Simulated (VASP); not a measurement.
# Bi (Fm-3m) in VASP: further runs

The runs below take Bi through single point, with PBE.

Everything below comes from runs of VASP 6.6.1. Logs are shortened: lines on timing, memory, paths and dates and some standing lists are left out, and cuts for length are marked.

### Step 1. The cell of the first run

It takes space group Fm-3m (No. 225, cubic). Conventional cell: a = 5.126 Å, b = 5.126 Å, c = 5.126 Å, α = 90.00°, β = 90.00°, γ = 90.00°. Bi (site symmetry m-3m) has 12 Bi at 3.62 Å within 4.8 Å.

This isn't the form of Bi at room conditions, which is rhombohedral.

### Step 2. Single point, PBE

Input file INCAR:

```
PREC = Accurate ; ENCUT = 520
EDIFF = 1E-6 ; ISMEAR = -1
SIGMA = 0.06122561905347299 ; LREAL = False
LASPH = True ; NELM = 80
ALGO = Normal ; ISIF = 2
LWAVE = False ; LCHARG = False
GGA = PE ; NBANDS = 14
```

Input file KPOINTS:

```
Automatic mesh
0
Gamma
  19 19 19
```

Input file POSCAR:

```
Bi
1.0
    0.0000000000      2.5631155712      2.5631155712
    2.5631155712      0.0000000000      2.5631155712
    2.5631155712      2.5631155712      0.0000000000
Bi
1
Direct
    0.0000000000      0.0000000000      0.0000000000
```

Potentials or basis: VASP PAW PBE potentials, release 64 (Bi_d).

The run is started by

```console
$ cat potpaw_PBE.64/Bi_d/POTCAR > POTCAR
$ mpirun -np 1 vasp_std > vasp.out
```

OUTCAR:

```text
PREC = Accurate
   ENCUT = 520
   EDIFF = 1E-6
   ISMEAR = -1
   LREAL = False
   LASPH = True
   NELM = 80
   ISIF = 2
   GGA = PE

 ion  position               nearest neighbor table
   1  0.000  0.000  0.000-

  LATTYP: Found a face centered cubic cell.
 ALAT       =     5.1262311424

  Lattice vectors:

 A1 = (   0.0000000000,   2.5631155712,   2.5631155712)
 A2 = (   2.5631155712,   0.0000000000,   2.5631155712)
 A3 = (   2.5631155712,   2.5631155712,   0.0000000000)

Analysis of symmetry for initial positions (statically):
=====================================================================
 Subroutine PRICEL returns:
 Original cell was already a primitive cell.

 Routine SETGRP: Setting up the symmetry group for a
 face centered cubic supercell.

 Subroutine GETGRP returns: Found 48 space group operations
 (whereof 48 operations were pure point group operations)
 out of a pool of 48 trial point group operations.

The static configuration has the point symmetry O_h .

Analysis of symmetry for dynamics (positions and initial velocities):
=====================================================================
 Subroutine PRICEL returns:
 Original cell was already a primitive cell.

 Routine SETGRP: Setting up the symmetry group for a
 face centered cubic supercell.

 Subroutine GETGRP returns: Found 48 space group operations
 (whereof 48 operations were pure point group operations)
 out of a pool of 48 trial point group operations.

The dynamic configuration has the point symmetry O_h .

 Subroutine INISYM returns: Found 48 space group operations
 (whereof 48 operations are pure point group operations),
 and found     1 'primitive' translations

----------------------------------------------------------------------------------------

                                     Primitive cell

  volume of cell :      33.6771

  direct lattice vectors                    reciprocal lattice vectors
     0.000000000  2.563115571  2.563115571    -0.195075090  0.195075090  0.195075090
     2.563115571  0.000000000  2.563115571     0.195075090 -0.195075090  0.195075090
     2.563115571  2.563115571  0.000000000     0.195075090  0.195075090 -0.195075090

  length of vectors
     3.624792803  3.624792803  3.624792803     0.337879967  0.337879967  0.337879967

  position of ions in fractional coordinates (direct lattice)
     0.000000000  0.000000000  0.000000000

  ion indices of the primitive-cell ions
   primitive index   ion index
                 1           1

[... 78 lines left out ...]
   ISYM   =      2    0-nonsym 1-usesym 2-fastsym
   POTIM  = 0.5000    time-step for ionic-motion
   TEBEG  =    0.0;   TEEND  =   0.0 temperature during run
   PSTRESS=    0.0 pullay stress
   NELECT =      15.0000    total number of electrons
   NUPDOWN=      -1.0000    fix difference up-down
   EMIN   =  10.00;   EMAX   =-10.00  energy-range for DOS
   EFERMI =   0.00;   METHOD = LEGACY
   ISMEAR =    -1;   SIGMA  =   0.06  broadening in eV -4-tet -1-fermi 0-gaus
   EFERMI_NEDOS =   21; number of points for ismear=-14 and -15
   IALGO  =     38    algorithm
   IMIX   =      4    mixing-type and parameters
     AMIX     =   0.40;   BMIX     =  1.00
     AMIX_MAG =   1.60;   BMIX_MAG =  1.00
  volume/ion in A,a.u.               =      33.68       227.26
  Fermi-wavevector in a.u.,A,eV,Ry     =   1.250241  2.362613 21.267301  1.563103
  Thomas-Fermi vector in A             =   2.384244
   LORBIT       =      0    0 simple, 1 ext, 2 COOP (PROOUT), +10 PAW based schemes
   GGA     = PE    functional components
   LHFCALC =     F    Hartree Fock is set to
   AEXX    =    0.0000 exact exchange contribution
   IVDW    =     0    specifies the selected vdW correction
   LEPSILON=     F    determine dielectric tensor
   LRPA    =     F    only Hartree local field effects (RPA)
 non-spin polarized calculation
  energy-cutoff  :      520.00
  volume of cell :       33.68
 maximum number of plane-waves:       934
   NGX = 13   NGY = 13   NGZ = 13

 number of electron      14.9999997 magnetization

 Free energy of the ion-electron system (eV)
  ---------------------------------------------------
  ext. energy  EPLUGINS =         0.00000000
  ---------------------------------------------------
  free energy    TOTEN  =        -3.69175380 eV

  energy without entropy =       -3.68270547  energy(sigma->0) =       -3.68722964

 E-fermi :   7.0938     XC(G=0):  -9.9251

 val. band max:        7.0778640910   @ k =  -0.4211   0.2105   0.0526
 cond. band min:       7.1119960919   @ k =  -0.3684   0.3684   0.1579
 fundamental gap:      0.0341320009
 Fermi energy:         7.0937784859

 k-point     1 :       0.0000    0.0000    0.0000
  band No.  band energies     occupation
      1     -16.0077      2.00000
      2     -16.0077      2.00000
      3     -16.0077      2.00000
      4     -15.9555      2.00000
      5     -15.9555      2.00000
      6      -6.0403      2.00000
      7      11.4819      0.00000
      8      11.4819      0.00000
      9      11.4819      0.00000
     10      15.0095      0.00000
     11      16.1506      0.00000
     12      17.4597      0.00000
     13      17.4597      0.00000
     14      17.4597      0.00000
[... 377 lines left out ...]
      1     -16.0017      2.00000
      2     -15.9930      2.00000
      3     -15.9925      2.00000
      4     -15.9386      2.00000
      5     -15.9259      2.00000
      6      -4.8477      2.00000
      7       5.2510      2.00000
      8       9.8746      0.00000
      9      10.8131      0.00000
     10      14.4965      0.00000
     11      16.3516      0.00000
     12      17.0969      0.00000
     13      18.4244      0.00000
     14      19.3017      0.00000

 [... further k-points ...]

------------------------ aborting loop because EDIFF is reached ----------------------------------------

  FORCE on cell =-STRESS in cart. coord.  units (eV):
  Direction    XX          YY          ZZ          XY          YZ          ZX
  --------------------------------------------------------------------------------------
  -------------------------------------------------------------------------------------
  Total       -0.5657585     -0.5657585     -0.5657585     -0.0000000      0.0000000      0.0000000
  in kB      -26.9157862    -26.9157862    -26.9157862     -0.0000000      0.0000000      0.0000000
  external PRESSURE =     -26.9157862 kB  Pullay stress =       0.0000000 kB

 VOLUME and BASIS-vectors are now :
 -----------------------------------------------------------------------------
  energy-cutoff  :      520.00
  volume of cell :       33.68
      direct lattice vectors                 reciprocal lattice vectors
     0.000000000  2.563115571  2.563115571    -0.195075090  0.195075090  0.195075090
     2.563115571  0.000000000  2.563115571     0.195075090 -0.195075090  0.195075090
     2.563115571  2.563115571  0.000000000     0.195075090  0.195075090 -0.195075090

 POSITION                                       TOTAL-FORCE (eV/Angst)
 -----------------------------------------------------------------------------------
      0.00000      0.00000      0.00000         0.000000      0.000000     -0.000000
 -----------------------------------------------------------------------------------
    total drift:                               -0.000000     -0.000000     -0.000000

  FREE ENERGIE OF THE ION-ELECTRON SYSTEM (eV)
  ---------------------------------------------------
  free  energy   TOTEN  =        -3.6917538016 eV

  energy  without entropy=       -3.6827054698  energy(sigma->0) =       -3.68722964
```

It took 39 s on 1 thread of Intel Xeon Platinum 8488C (Sapphire Rapids), shared host; peak memory 0.22 GiB.

Results:

```yaml
Free_energy: -3.6918 eV
Pressure: -2.7 GPa
Band_gap_on_the_k_mesh: zero (an odd number of electrons rules out a gap without spin polarisation)
```

Levels at points of the mesh, in eV from the Fermi level:
```csv
k point,band 4,band 5,band 6,band 7,band 8,band 9,band 10,band 11
"(0.00, 0.00, 0.00)",-23.05,-23.05,-13.13,4.39,4.39,4.39,7.92,9.06
```

Caveat: spin-orbit coupling is left out, which moves the levels of the heavy elements.

### Step 3. Single point, PBE

Input file INCAR:

```
SYSTEM = Bi
PREC = Accurate ; ENCUT = 520
EDIFF = 1E-6 ; ISMEAR = -1
SIGMA = 0.06122561905347299 ; LREAL = .FALSE.
LASPH = .TRUE. ; NELM = 60
ALGO = Normal ; ISIF = 2
LWAVE = .FALSE. ; LCHARG = .FALSE.
GGA = PE ; NBANDS = 14
```

Input file KPOINTS:

```
regular mesh
0
G
  19 19 19
  0 0 0
```

POSCAR is that of step 2.

Potentials or basis: VASP PAW PBE potentials, release 64 (Bi_d).

The run is started by

```console
$ cat potpaw_PBE.64/Bi_d/POTCAR > POTCAR
$ mpirun -np 1 vasp_std > vasp.out
```

OUTCAR:

```text
SYSTEM = Bi
   PREC = Accurate
   ENCUT = 520
   EDIFF = 1E-6
   ISMEAR = -1
   LREAL = .FALSE.
   LASPH = .TRUE.
   NELM = 60
   ISIF = 2
   GGA = PE

 ion  position               nearest neighbor table
   1  0.000  0.000  0.000-

  LATTYP: Found a face centered cubic cell.
 ALAT       =     5.1262311424

  Lattice vectors:

 A1 = (   0.0000000000,   2.5631155712,   2.5631155712)
 A2 = (   2.5631155712,   0.0000000000,   2.5631155712)
 A3 = (   2.5631155712,   2.5631155712,   0.0000000000)

Analysis of symmetry for initial positions (statically):
=====================================================================
 Subroutine PRICEL returns:
 Original cell was already a primitive cell.

 Routine SETGRP: Setting up the symmetry group for a
 face centered cubic supercell.

 Subroutine GETGRP returns: Found 48 space group operations
 (whereof 48 operations were pure point group operations)
 out of a pool of 48 trial point group operations.

The static configuration has the point symmetry O_h .

Analysis of symmetry for dynamics (positions and initial velocities):
=====================================================================
 Subroutine PRICEL returns:
 Original cell was already a primitive cell.

 Routine SETGRP: Setting up the symmetry group for a
 face centered cubic supercell.

 Subroutine GETGRP returns: Found 48 space group operations
 (whereof 48 operations were pure point group operations)
 out of a pool of 48 trial point group operations.

The dynamic configuration has the point symmetry O_h .

 Subroutine INISYM returns: Found 48 space group operations
 (whereof 48 operations are pure point group operations),
 and found     1 'primitive' translations

----------------------------------------------------------------------------------------

[... 113 lines left out ...]
  Thomas-Fermi vector in A             =   2.384244
   LORBIT       =      0    0 simple, 1 ext, 2 COOP (PROOUT), +10 PAW based schemes
   GGA     = PE    functional components
   LHFCALC =     F    Hartree Fock is set to
   AEXX    =    0.0000 exact exchange contribution
   IVDW    =     0    specifies the selected vdW correction
   LEPSILON=     F    determine dielectric tensor
   LRPA    =     F    only Hartree local field effects (RPA)
 non-spin polarized calculation
  energy-cutoff  :      520.00
  volume of cell :       33.68
 maximum number of plane-waves:       934
   NGX = 13   NGY = 13   NGZ = 13

 number of electron      14.9999997 magnetization

 Free energy of the ion-electron system (eV)
  ---------------------------------------------------
  ext. energy  EPLUGINS =         0.00000000
  ---------------------------------------------------
  free energy    TOTEN  =        -3.69175380 eV

  energy without entropy =       -3.68270547  energy(sigma->0) =       -3.68722964

 E-fermi :   7.0938     XC(G=0):  -9.9251

 val. band max:        7.0778640910   @ k =  -0.4211   0.2105   0.0526
 cond. band min:       7.1119960919   @ k =  -0.3684   0.3684   0.1579
 fundamental gap:      0.0341320009
 Fermi energy:         7.0937784859

 k-point     1 :       0.0000    0.0000    0.0000
  band No.  band energies     occupation
      1     -16.0077      2.00000
      2     -16.0077      2.00000
      3     -16.0077      2.00000
      4     -15.9555      2.00000
      5     -15.9555      2.00000
      6      -6.0403      2.00000
      7      11.4819      0.00000
      8      11.4819      0.00000
      9      11.4819      0.00000
     10      15.0095      0.00000
     11      16.1506      0.00000
     12      17.4597      0.00000
     13      17.4597      0.00000
     14      17.4597      0.00000
[... 377 lines left out ...]
      1     -16.0017      2.00000
      2     -15.9930      2.00000
      3     -15.9925      2.00000
      4     -15.9386      2.00000
      5     -15.9259      2.00000
      6      -4.8477      2.00000
      7       5.2510      2.00000
      8       9.8746      0.00000
      9      10.8131      0.00000
     10      14.4965      0.00000
     11      16.3516      0.00000
     12      17.0969      0.00000
     13      18.4244      0.00000
     14      19.3017      0.00000

 [... further k-points ...]

------------------------ aborting loop because EDIFF is reached ----------------------------------------

  FORCE on cell =-STRESS in cart. coord.  units (eV):
  Direction    XX          YY          ZZ          XY          YZ          ZX
  --------------------------------------------------------------------------------------
  -------------------------------------------------------------------------------------
  Total       -0.5657585     -0.5657585     -0.5657585     -0.0000000      0.0000000      0.0000000
  in kB      -26.9157862    -26.9157862    -26.9157862     -0.0000000      0.0000000      0.0000000
  external PRESSURE =     -26.9157862 kB  Pullay stress =       0.0000000 kB

 VOLUME and BASIS-vectors are now :
 -----------------------------------------------------------------------------
  energy-cutoff  :      520.00
  volume of cell :       33.68
      direct lattice vectors                 reciprocal lattice vectors
     0.000000000  2.563115571  2.563115571    -0.195075090  0.195075090  0.195075090
     2.563115571  0.000000000  2.563115571     0.195075090 -0.195075090  0.195075090
     2.563115571  2.563115571  0.000000000     0.195075090  0.195075090 -0.195075090

 POSITION                                       TOTAL-FORCE (eV/Angst)
 -----------------------------------------------------------------------------------
      0.00000      0.00000      0.00000         0.000000      0.000000     -0.000000
 -----------------------------------------------------------------------------------
    total drift:                               -0.000000     -0.000000     -0.000000

  FREE ENERGIE OF THE ION-ELECTRON SYSTEM (eV)
  ---------------------------------------------------
  free  energy   TOTEN  =        -3.6917538016 eV

  energy  without entropy=       -3.6827054698  energy(sigma->0) =       -3.68722964
```

Run time: 40 s. Hardware: 1 thread of Intel Xeon Platinum 8488C (Sapphire Rapids), shared host; peak memory 0.22 GiB.

What came out:

```yaml
Free_energy: -3.6918 eV
Pressure: -2.7 GPa
Band_gap_on_the_k_mesh: zero (an odd number of electrons rules out a gap without spin polarisation)
```

Levels at points of the mesh, in eV from the Fermi level:
```tsv
k point	band 3	band 4	band 5	band 6	band 7	band 8	band 9	band 10	band 11	band 12
(0.00, 0.00, 0.00)	-23.10	-23.05	-23.05	-13.13	4.39	4.39	4.39	7.92	9.06	10.37
```

Caveat: spin-orbit coupling is left out, which moves the levels of the heavy elements.

### Step 4. Single point, PBE

This run uses another cell than the first one, of 29.86 Å³/atom.

Input file INCAR:

```
PREC = Accurate ; ENCUT = 520
EDIFF = 1E-6 ; ISMEAR = -1
SIGMA = 0.06122561905347299 ; LREAL = F
LASPH = T ; NELM = 100
ALGO = Normal ; ISIF = 2
LWAVE = F ; LCHARG = F
GGA = PE ; NBANDS = 14
```

Input file KPOINTS:

```
Automatic mesh
0
Gamma
  37 37 37
```

Input file POSCAR:

```
Bi
1.0
    0.0000000000      2.4624959135      2.4624959135
    2.4624959135      0.0000000000      2.4624959135
    2.4624959135      2.4624959135      0.0000000000
Bi
1
Direct
    0.0000000000      0.0000000000      0.0000000000
```

The run is started by

```console
$ cat potpaw_PBE.64/Bi_d/POTCAR > POTCAR
$ mpirun -np 1 vasp_std > vasp.out
```

Run time: 3.9 min. Hardware: 1 thread of Intel Xeon Platinum 8488C (Sapphire Rapids), shared host; peak memory 0.58 GiB.

The run converged. Its results:

```
Free energy            : -3.6870 eV
Pressure               : 3.6 GPa
Band gap on the k mesh : zero (an odd number of electrons rules out a gap without spin polarisation)
```

Levels at points of the mesh, in eV from the Fermi level:
| k point | band 5 | band 6 | band 7 | band 8 | band 9 | band 10 |
| --- | --- | --- | --- | --- | --- | --- |
| (0.00, 0.00, 0.00) | -23.08 | -13.93 | 5.20 | 5.20 | 5.20 | 9.01 |

Caveat: the cell stands under pressure; spin-orbit coupling is left out, which moves the levels of the heavy elements.

The gap in the log of VASP goes by the Fermi energy; the results here count the filled bands.